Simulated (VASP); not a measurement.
Runs of VASP 6.6.1 on PbSe. The structure is that of space group Pm-3m (No. 221), or close to it. The cells are those of the table. 

```tsv
level	cell	share of exact exchange	gap on the mesh (eV)	pressure (GPa)
r2SCAN50	a = 3.784 Å, 2 atoms	0.5	none	(b)
r2SCANh	a = 3.784 Å, 2 atoms	0.1	none	(a)
HF	a = 3.784 Å, 2 atoms	1	4.32	4.8
HF	a = 3.910 Å, 2 atoms	1	4.80	-0.8
```

Alike in all rows: task single point; potentials or basis VASP PAW PBE potentials, release 64 (Pb_d, Se); no spin polarisation; k mesh 4 × 4 × 4; cutoff (eV) 520; smearing fermi-dirac 0.05 eV.

Fill in the values left out.

(a) -0.9; (b) -2.5.

Caveats: some runs use coarse meshes; the PAW data sets were made with another functional, which shifts forces and pressure a little; spin-orbit coupling is left out, which moves the levels of the heavy elements; the cell stands under pressure (at least some runs).

A k mesh can miss the band edges, and the runs leave out spin-orbit coupling on Pb, Se.

A gap of «none» marks levels without a gap at the run's occupations.
